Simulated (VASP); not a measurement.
# K3Ge (Fm-3m) in VASP: a series of runs

The runs below take K3Ge through single point, with PBE.

Program: VASP 6.6.1. These are calculated values, not measurements. Logs are shortened: lines on timing, memory, paths and dates and some standing lists are left out, and cuts for length are marked.

## (1) The cell of the first run

Symmetry: Fm-3m, No. 225, cubic system. The conventional cell has a = 8.622 Å, b = 8.622 Å, c = 8.622 Å, α = 90.00°, β = 90.00°, γ = 90.00°. Ge (site symmetry m-3m) has 14 K at 3.73 to 4.31 Å within 4.9 Å. Within 4.9 Å of K (site symmetry m-3m) lie 8 K at 3.73 Å and 6 Ge at 4.31 Å. Within 4.9 Å of K (site symmetry -43m) lie 10 K at 3.73 to 4.31 Å and 4 Ge at 3.73 Å.

## (2) Single point, PBE

The input, INCAR:

```
SYSTEM = K3Ge
  PREC = Accurate
  ENCUT = 520
  EDIFF = 1E-6
  ISMEAR = -1
  SIGMA = 0.05
  LREAL = .False.
  LASPH = .True.
  NELM = 60
  ALGO = Fast
  ISIF = 2
  LWAVE = .False.
  LCHARG = .True.
  GGA = PE
  LELF = .True.
  LVHAR = .True.
  NBANDS = 28
```

The input, KPOINTS:

```
regular mesh
0
Gamma
  6 6 6
  0 0 0
```

The input, POSCAR:

```
K3Ge
1.0
    0.0000000000      4.3110110000      4.3110110000
    4.3110110000      0.0000000000      4.3110110000
    4.3110110000      4.3110110000      0.0000000000
Ge K
1 3
Direct
    0.0000000000      0.0000000000      0.0000000000
    0.5000000000      0.5000000000      0.5000000000
    0.7500000000      0.7500000000      0.7500000000
    0.2500000000      0.2500000000      0.2500000000
```

Potentials or basis: VASP PAW PBE potentials, release 64 (Ge_d, K_sv).

Command:

```sh
cat potpaw_PBE.64/Ge_d/POTCAR potpaw_PBE.64/K_sv/POTCAR > POTCAR
mpirun -np 1 vasp_std > vasp.out
```

OUTCAR:

```text
SYSTEM = K3Ge
   PREC = Accurate
   ENCUT = 520
   EDIFF = 1E-6
   ISMEAR = -1
   LREAL = .False.
   LASPH = .True.
   NELM = 60
   ISIF = 2
   GGA = PE

 ion  position               nearest neighbor table
   1  0.000  0.000  0.000-
   2  0.500  0.500  0.500-   4 3.73   4 3.73   4 3.73   3 3.73   3 3.73   3 3.73   4 3.73   3 3.73

   3  0.750  0.750  0.750-   2 3.73   2 3.73   2 3.73   2 3.73
   4  0.250  0.250  0.250-   2 3.73   2 3.73   2 3.73   2 3.73

  LATTYP: Found a face centered cubic cell.
 ALAT       =     8.6220220000

  Lattice vectors:

 A1 = (   0.0000000000,   4.3110110000,   4.3110110000)
 A2 = (   4.3110110000,   0.0000000000,   4.3110110000)
 A3 = (   4.3110110000,   4.3110110000,   0.0000000000)

Analysis of symmetry for initial positions (statically):
=====================================================================
 Subroutine PRICEL returns:
 Original cell was already a primitive cell.

 Routine SETGRP: Setting up the symmetry group for a
 face centered cubic supercell.

 Subroutine GETGRP returns: Found 48 space group operations
 (whereof 48 operations were pure point group operations)
 out of a pool of 48 trial point group operations.

The static configuration has the point symmetry O_h .

Analysis of symmetry for dynamics (positions and initial velocities):
=====================================================================
 Subroutine PRICEL returns:
 Original cell was already a primitive cell.

 Routine SETGRP: Setting up the symmetry group for a
 face centered cubic supercell.

 Subroutine GETGRP returns: Found 48 space group operations
 (whereof 48 operations were pure point group operations)
 out of a pool of 48 trial point group operations.

The dynamic configuration has the point symmetry O_h .

 Subroutine INISYM returns: Found 48 space group operations
 (whereof 48 operations are pure point group operations),
 and found     1 'primitive' translations

----------------------------------------------------------------------------------------

                                     Primitive cell

  volume of cell :     160.2387

  direct lattice vectors                    reciprocal lattice vectors
     0.000000000  4.311011000  4.311011000    -0.115982075  0.115982075  0.115982075
     4.311011000  0.000000000  4.311011000     0.115982075 -0.115982075  0.115982075
     4.311011000  4.311011000  0.000000000     0.115982075  0.115982075 -0.115982075

  length of vectors
     6.096690224  6.096690224  6.096690224     0.200886846  0.200886846  0.200886846

  position of ions in fractional coordinates (direct lattice)
     0.000000000  0.000000000  0.000000000
     0.500000000  0.500000000  0.500000000
     0.750000000  0.750000000  0.750000000
     0.250000000  0.250000000  0.250000000

  ion indices of the primitive-cell ions
   primitive index   ion index
                 1           1
                 2           2
                 3           3
                 4           4

----------------------------------------------------------------------------------------

 KPOINTS: regular mesh

Automatic generation of k-mesh.
 Grid dimensions read from file:
 generate k-points for:    6    6    6

 Generating k-lattice:

  Cartesian coordinates                     Fractional coordinates (reciprocal lattice)
    -0.019330346  0.019330346  0.019330346     0.166666667  0.000000000  0.000000000
     0.019330346 -0.019330346  0.019330346     0.000000000  0.166666667  0.000000000
     0.019330346  0.019330346 -0.019330346     0.000000000  0.000000000  0.166666667

  Length of vectors
     0.033481141  0.033481141  0.033481141

  Shift w.r.t. Gamma in fractional coordinates (k-lattice)
     0.000000000  0.000000000  0.000000000

 Subroutine IBZKPT returns following result:
 ===========================================

 Found     16 irreducible k-points:

 Following reciprocal coordinates:
            Coordinates               Weight
  0.000000  0.000000  0.000000      1.000000
  0.166667  0.000000  0.000000      8.000000
  0.333333  0.000000  0.000000      8.000000
  0.500000  0.000000  0.000000      4.000000
  0.166667  0.166667  0.000000      6.000000
  0.333333  0.166667  0.000000     24.000000
[... 8 lines left out ...]
 -0.333333  0.333333  0.166667     24.000000
 -0.333333  0.500000  0.166667     12.000000
   k-points           NKPTS =     16   k-points in BZ     NKDIM =     16   number of bands    NBANDS=     28
   number of dos      NEDOS =    301   number of ions     NIONS =      4
   total plane-waves  NPLWV = 110592
   dimension x,y,z NGX =    48 NGY =   48 NGZ =   48
   dimension x,y,z NGXF=    96 NGYF=   96 NGZF=   96
   ions per type =               1   3
   NGX,Y,Z   is equivalent  to a cutoff of  13.09, 13.09, 13.09 a.u.
   NGXF,Y,Z  is equivalent  to a cutoff of  26.18, 26.18, 26.18 a.u.
 SYSTEM =  K3Ge
   PREC   = accura    normal or accurate (medium, high low for compatibility)
   ISTART =      0    job   : 0-new  1-cont  2-samecut
   ICHARG =      2    charge: 1-file 2-atom 10-const
   ISPIN  =      1    spin polarized calculation?
   LNONCOLLINEAR =      F non collinear calculations
   LSORBIT =      F    spin-orbit coupling
   LASPH  =      T    aspherical Exc in radial PAW
   ENCUT  =  520.0 eV  38.22 Ry    6.18 a.u.  11.34 11.34 11.34*2*pi/ulx,y,z
   NELM   =     60;   NELMIN=  2; NELMDL= -5     # of ELM steps
   EDIFF  = 0.1E-05   stopping-criterion for ELM
   LREAL  =      F    real-space projection
   EDIFFG = 0.1E-04   stopping-criterion for IOM
   NSW    =      0    number of steps for IOM
   IBRION =     -1    ionic relax: 0-MD 1-quasi-New 2-CG
   NFREE  =      0    steps in history (QN), initial steepest desc. (CG)
   ISIF   =      2    stress and relaxation
   ISYM   =      2    0-nonsym 1-usesym 2-fastsym
   POTIM  = 0.5000    time-step for ionic-motion
   TEBEG  =    0.0;   TEEND  =   0.0 temperature during run
   PSTRESS=    0.0 pullay stress
   NELECT =      41.0000    total number of electrons
   NUPDOWN=      -1.0000    fix difference up-down
   EMIN   =  10.00;   EMAX   =-10.00  energy-range for DOS
   EFERMI =   0.00;   METHOD = LEGACY
   ISMEAR =    -1;   SIGMA  =   0.05  broadening in eV -4-tet -1-fermi 0-gaus
   EFERMI_NEDOS =   21; number of points for ismear=-14 and -15
   IALGO  =     68    algorithm
   IMIX   =      4    mixing-type and parameters
     AMIX     =   0.40;   BMIX     =  1.00
     AMIX_MAG =   1.60;   BMIX_MAG =  1.00
  volume/ion in A,a.u.               =      40.06       270.34
  Fermi-wavevector in a.u.,A,eV,Ry     =   1.039315  1.964020 14.696668  1.080175
  Thomas-Fermi vector in A             =   2.173839
   LORBIT       =      0    0 simple, 1 ext, 2 COOP (PROOUT), +10 PAW based schemes
   GGA     = PE    functional components
   LHFCALC =     F    Hartree Fock is set to
   AEXX    =    0.0000 exact exchange contribution
   IVDW    =     0    specifies the selected vdW correction
   LEPSILON=     F    determine dielectric tensor
   LRPA    =     F    only Hartree local field effects (RPA)
 non-spin polarized calculation
 RMM-DIIS sequential band-by-band and
  energy-cutoff  :      520.00
  volume of cell :      160.24
 maximum number of plane-waves:      4338
 NGX is ok and might be reduce to    48
   NGX = 23   NGY = 23   NGZ = 23

 number of electron      41.0000012 magnetization

 Free energy of the ion-electron system (eV)
  ---------------------------------------------------
  ext. energy  EPLUGINS =         0.00000000
  ---------------------------------------------------
  free energy    TOTEN  =        -7.12119977 eV

  energy without entropy =       -7.04592267  energy(sigma->0) =       -7.08356122

 E-fermi :   0.8950     XC(G=0):  -7.3969

 val. band max:        0.8948942380   @ k =   0.3333   0.0000   0.0000
 cond. band min:       0.8984852100   @ k =   0.3333   0.3333   0.0000
 fundamental gap:      0.0035909719
 Fermi energy:         0.8949746453

 k-point     1 :       0.0000    0.0000    0.0000
  band No.  band energies     occupation
      1     -31.0530      2.00000
      2     -30.2354      2.00000
      3     -30.2237      2.00000
      4     -22.7011      2.00000
      5     -22.7011      2.00000
      6     -22.7011      2.00000
[... 20 lines left out ...]
     27       4.0747      0.00000
     28       5.7985      0.00000

 k-point     2 :       0.1667    0.0000    0.0000
  band No.  band energies     occupation
      1     -31.0527      2.00000
      2     -30.2348      2.00000
      3     -30.2246      2.00000
      4     -22.7011      2.00000
      5     -22.7011      2.00000
      6     -22.7011      2.00000
[... 20 lines left out ...]
     27       4.1474      0.00000
     28       5.2850      0.00000

 k-point     3 :       0.3333    0.0000    0.0000
  band No.  band energies     occupation
      1     -31.0522      2.00000
      2     -30.2329      2.00000
      3     -30.2269      2.00000
      4     -22.7011      2.00000
      5     -22.7011      2.00000
      6     -22.7011      2.00000
[... 20 lines left out ...]
     27       4.3616      0.00000
     28       4.3616      0.00000

 k-point     4 :       0.5000    0.0000    0.0000
  band No.  band energies     occupation
      1     -31.0520      2.00000
      2     -30.2303      2.00000
      3     -30.2299      2.00000
      4     -22.7011      2.00000
      5     -22.7011      2.00000
      6     -22.7011      2.00000
[... 330 lines left out ...]
     27       4.7971      0.00000
     28       5.1233      0.00000

 k-point    15 :      -0.3333    0.3333    0.1667
  band No.  band energies     occupation
      1     -31.0517      2.00000
      2     -30.2303      2.00000
      3     -30.2302      2.00000
      4     -22.7011      2.00000
      5     -22.7011      2.00000
      6     -22.7011      2.00000
[... 20 lines left out ...]
     27       4.9260      0.00000
     28       5.3782      0.00000

 k-point    16 :      -0.3333    0.5000    0.1667
  band No.  band energies     occupation
      1     -31.0516      2.00000
      2     -30.2314      2.00000
      3     -30.2291      2.00000
      4     -22.7011      2.00000
      5     -22.7011      2.00000
      6     -22.7011      2.00000
[... 20 lines left out ...]
     27       5.1297      0.00000
     28       5.2114      0.00000

------------------------ aborting loop because EDIFF is reached ----------------------------------------

  FORCE on cell =-STRESS in cart. coord.  units (eV):
  Direction    XX          YY          ZZ          XY          YZ          ZX
  --------------------------------------------------------------------------------------
  -------------------------------------------------------------------------------------
  Total        0.0231758      0.0231758      0.0231758     -0.0000000     -0.0000000      0.0000000
  in kB        0.2317282      0.2317282      0.2317282     -0.0000000     -0.0000000      0.0000000
  external PRESSURE =       0.2317282 kB  Pullay stress =       0.0000000 kB

 VOLUME and BASIS-vectors are now :
 -----------------------------------------------------------------------------
  energy-cutoff  :      520.00
  volume of cell :      160.24
      direct lattice vectors                 reciprocal lattice vectors
     0.000000000  4.311011000  4.311011000    -0.115982075  0.115982075  0.115982075
     4.311011000  0.000000000  4.311011000     0.115982075 -0.115982075  0.115982075
     4.311011000  4.311011000  0.000000000     0.115982075  0.115982075 -0.115982075

 POSITION                                       TOTAL-FORCE (eV/Angst)
 -----------------------------------------------------------------------------------
      0.00000      0.00000      0.00000         0.000000     -0.000000      0.000000
      4.31101      4.31101      4.31101         0.000000     -0.000000      0.000000
      6.46652      6.46652      6.46652         0.000000      0.000000      0.000000
      2.15551      2.15551      2.15551        -0.000000     -0.000000     -0.000000
 -----------------------------------------------------------------------------------
    total drift:                               -0.000000     -0.000000     -0.000000

  FREE ENERGIE OF THE ION-ELECTRON SYSTEM (eV)
  ---------------------------------------------------
  free  energy   TOTEN  =        -7.1211997749 eV

  energy  without entropy=       -7.0459226705  energy(sigma->0) =       -7.08356122
```

Run time: 3.6 min. Hardware: 1 thread of Intel Xeon Platinum 8375C at 2.90GHz (Ice Lake), shared host; peak memory 0.36 GiB.

What came out:

```
Free energy : -7.1212 eV
Pressure    : 0.0 GPa
```

## (3) Single point, PBE

The input, INCAR:

```
SYSTEM = K3Ge
ALGO     = Fast           ! electronic algorithm
EDIFF    = 1E-6           ! SCF threshold, eV
ENCUT    = 520            ! plane-wave cutoff, eV
GGA      = PE             ! functional
ISIF     = 2              ! what is computed and relaxed
ISMEAR   = -1             ! smearing method
LASPH    = .True.         ! aspherical terms in the spheres
LCHARG   = .False.        ! write CHGCAR
LREAL    = .False.        ! projectors in reciprocal space
LWAVE    = .False.        ! write WAVECAR
NBANDS   = 28             ! bands
NELM     = 100            ! most SCF steps
PREC     = Accurate       ! precision mode
SIGMA    = 0.05           ! smearing width, eV
```

The input, KPOINTS:

```
k-points
0
Gamma
  6 6 6
  0 0 0
```

The input, POSCAR:

```
K3Ge
1.0
    0.0000000000      4.3132527972      4.3132527972
    4.3132527972      0.0000000000      4.3132527972
    4.3132527972      4.3132527972      0.0000000000
Ge K
1 3
Direct
    0.0000000000      0.0000000000      0.0000000000
    0.5000000000      0.5000000000      0.5000000000
    0.7500000000      0.7500000000      0.7500000000
    0.2500000000      0.2500000000      0.2500000000
```

Potentials or basis: VASP PAW PBE potentials, release 64 (Ge_d, K_sv).

Command:

```sh
cat potpaw_PBE.64/Ge_d/POTCAR potpaw_PBE.64/K_sv/POTCAR > POTCAR
mpirun -np 1 vasp_std > vasp.out
```

OUTCAR:

```text
SYSTEM = K3Ge
   EDIFF = 1E-6
   ENCUT = 520
   GGA = PE
   ISIF = 2
   ISMEAR = -1
   LASPH = .True.
   LREAL = .False.
   NELM = 100
   PREC = Accurate

 ion  position               nearest neighbor table
   1  0.000  0.000  0.000-
   2  0.500  0.500  0.500-   4 3.74   4 3.74   4 3.74   3 3.74   3 3.74   3 3.74   4 3.74   3 3.74

   3  0.750  0.750  0.750-   2 3.74   2 3.74   2 3.74   2 3.74
   4  0.250  0.250  0.250-   2 3.74   2 3.74   2 3.74   2 3.74

  LATTYP: Found a face centered cubic cell.
 ALAT       =     8.6265055944

  Lattice vectors:

 A1 = (   0.0000000000,   4.3132527972,   4.3132527972)
 A2 = (   4.3132527972,   0.0000000000,   4.3132527972)
 A3 = (   4.3132527972,   4.3132527972,   0.0000000000)

Analysis of symmetry for initial positions (statically):
=====================================================================
 Subroutine PRICEL returns:
 Original cell was already a primitive cell.

 Routine SETGRP: Setting up the symmetry group for a
 face centered cubic supercell.

 Subroutine GETGRP returns: Found 48 space group operations
[... 159 lines left out ...]
  energy without entropy =       -7.04604311  energy(sigma->0) =       -7.08367164

 E-fermi :   0.8896     XC(G=0):  -7.3917

 val. band max:        0.8712240223   @ k =   0.0000   0.0000   0.0000
 cond. band min:       0.8898914423   @ k =   0.3333   0.0000   0.0000
 fundamental gap:      0.0186674200
 Fermi energy:         0.8896446492

 k-point     1 :       0.0000    0.0000    0.0000
  band No.  band energies     occupation
      1     -31.0583      2.00000
      2     -30.2418      2.00000
      3     -30.2302      2.00000
      4     -22.7092      2.00000
      5     -22.7092      2.00000
      6     -22.7092      2.00000
[... 485 lines left out ...]
     27       5.1189      0.00000
     28       5.2042      0.00000

------------------------ aborting loop because EDIFF is reached ----------------------------------------

  FORCE on cell =-STRESS in cart. coord.  units (eV):
  Direction    XX          YY          ZZ          XY          YZ          ZX
  --------------------------------------------------------------------------------------
  -------------------------------------------------------------------------------------
  Total        0.0274108      0.0274108      0.0274108      0.0000000     -0.0000000      0.0000000
  in kB        0.2736446      0.2736446      0.2736446      0.0000000     -0.0000000      0.0000000
  external PRESSURE =       0.2736446 kB  Pullay stress =       0.0000000 kB

 VOLUME and BASIS-vectors are now :
 -----------------------------------------------------------------------------
  energy-cutoff  :      520.00
  volume of cell :      160.49
      direct lattice vectors                 reciprocal lattice vectors
     0.000000000  4.313252797  4.313252797    -0.115921793  0.115921793  0.115921793
     4.313252797  0.000000000  4.313252797     0.115921793 -0.115921793  0.115921793
     4.313252797  4.313252797  0.000000000     0.115921793  0.115921793 -0.115921793

 POSITION                                       TOTAL-FORCE (eV/Angst)
 -----------------------------------------------------------------------------------
      0.00000      0.00000      0.00000         0.000000      0.000000      0.000000
      4.31325      4.31325      4.31325         0.000000      0.000000      0.000000
      6.46988      6.46988      6.46988        -0.000000      0.000000     -0.000000
      2.15663      2.15663      2.15663        -0.000000     -0.000000      0.000000
 -----------------------------------------------------------------------------------
    total drift:                               -0.000000     -0.000000     -0.000000

  FREE ENERGIE OF THE ION-ELECTRON SYSTEM (eV)
  ---------------------------------------------------
  free  energy   TOTEN  =        -7.1213001736 eV

  energy  without entropy=       -7.0460431102  energy(sigma->0) =       -7.08367164
```

stdout:

```text
POSCAR found type information on POSCAR GeK
 POSCAR found :  2 types and       4 ions
 scaLAPACK will be used
 LDA part: xc-table for (Slater+PW92), standard interpolation
 POSCAR, INCAR and KPOINTS ok, starting setup
 FFT: planning ... GRIDC
 FFT: planning ... GRID_SOFT
 FFT: planning ... GRID
 WAVECAR not read
 entering main loop
```

Wall time 3.6 min (1 thread of Intel Xeon Platinum 8375C at 2.90GHz (Ice Lake), shared host); peak memory 0.36 GiB.

Results:

```yaml
Free_energy: -7.1213 eV
Pressure: 0.0 GPa
```

## (4) Single point, PBE

The input, INCAR:

```
PREC     = Accurate       # precision mode
ENCUT    = 520            # plane-wave cutoff, eV
EDIFF    = 1E-6           # SCF threshold, eV
ISMEAR   = -1             # smearing method
SIGMA    = 0.05           # smearing width, eV
LREAL    = F              # projectors in reciprocal space
LASPH    = T              # aspherical terms in the spheres
NELM     = 80             # most SCF steps
ALGO     = Fast           # electronic algorithm
ISIF     = 2              # what is computed and relaxed
LWAVE    = F              # write WAVECAR
LCHARG   = F              # write CHGCAR
GGA      = PE             # functional
NBANDS   = 28             # bands
```

The input, KPOINTS:

```
regular mesh
0
Gamma
  6 6 6
```

The input, POSCAR:

```
K3Ge
1.0
    0.0000000000      4.3110110000      4.3110110000
    4.3110110000      0.0000000000      4.3110110000
    4.3110110000      4.3110110000      0.0000000000
Ge K
1 3
Direct
    0.0000000000      0.0000000000      0.0000000000
    0.5000000000      0.5000000000      0.5000000000
    0.7500000000      0.7500000000      0.7500000000
    0.2500000000      0.2500000000      0.2500000000
```

Command:

```sh
cat potpaw_PBE.64/Ge_d/POTCAR potpaw_PBE.64/K_sv/POTCAR > POTCAR
mpirun -np 1 vasp_std > vasp.out
```

Wall time 4 min (1 thread of Intel Xeon Platinum 8375C at 2.90GHz (Ice Lake), shared host); peak memory 0.36 GiB.

Results (log left out):

```
Free energy : -7.1212 eV
Pressure    : 0.0 GPa
```

Levels at points of the mesh, in eV from the Fermi level:
| k point | band 17 | band 18 | band 19 | band 20 | band 21 | band 22 | band 23 | band 24 | band 25 | band 26 |
| --- | --- | --- | --- | --- | --- | --- | --- | --- | --- | --- |
| (0.00, 0.00, 0.00) | -14.59 | -6.90 | -0.01 | 0.09 | 0.09 | 0.09 | 2.48 | 2.48 | 3.18 | 3.18 |
| (0.50, 0.00, 0.00) | -14.62 | -6.74 | -1.31 | -0.03 | -0.03 | 1.75 | 2.95 | 2.95 | 2.99 | 3.65 |
| (0.50, 0.50, 0.00) | -14.59 | -6.71 | -1.10 | -0.02 | -0.02 | 0.99 | 1.67 | 3.67 | 4.04 | 4.30 |
